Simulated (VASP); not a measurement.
Wanted: the native input for a VASP 6.6.1 run.

```yaml
Task: single point
Functional: PBEsol
Potentials_or_basis: VASP PAW PBE potentials, release 64 (Hf_pv, O)
Cutoff: 520 eV
k_mesh: 8 × 8 × 8
Occupations: gaussian, width 0.05 eV
Spin: no spin polarisation
Dipole_correction: no
Further_INCAR_settings: ALGO = Normal; EDIFF = 1e-07; NBANDS = 18
```

The structure of HfO2 lies in POSCAR:

```
HfO2
1.0
    0.0000000000      2.6853750000      2.4935625000
    2.6853750000      0.0000000000      2.4935625000
    2.6853750000      2.6853750000      0.0000000000
Hf O
1 2
Direct
    0.0000000000      0.0000000000      0.0000000000
    0.2500000000      0.2500000000      0.2500000000
    0.7500000000      0.7500000000      0.7500000000
```

This cell differs from its parent crystal: strain +0.050 along x and y, -0.025 along z.

These files were run (other wordings do the same):

INCAR

```
  PREC = Accurate
  ENCUT = 520
  EDIFF = 1E-7
  ISMEAR = 0
  SIGMA = 0.05
  LREAL = False
  LASPH = True
  NELM = 100
  ALGO = Normal
  ISIF = 2
  LWAVE = False
  LCHARG = False
  GGA = PS
  NBANDS = 18
```

KPOINTS

```
Automatic mesh
0
Gamma
  8 8 8
```

Potentials or basis: VASP PAW PBE potentials, release 64 (Hf_pv, O).

Run with:

```sh
$ cat potpaw_PBE.64/Hf_pv/POTCAR potpaw_PBE.64/O/POTCAR > POTCAR
$ mpirun -np 1 vasp_std > vasp.out
```

It gave:

| Property | Result |
| --- | --- |
| Pressure | -26.3 GPa |
| Band gap on the k mesh | 2.64 eV, indirect (least direct gap 2.79 eV) |

Caveat: the cell differs from its parent crystal (strain +0.050 along x and y, -0.025 along z); the PAW data sets were made with another functional, which shifts forces and pressure a little; spin-orbit coupling is left out, which moves the levels of the heavy elements.

Wall time 50 s on 1 thread of Intel(R) Xeon(R) Platinum 8375C CPU @ 2.90GHz (Ice Lake), on a shared host, peak memory 0.18 GiB.
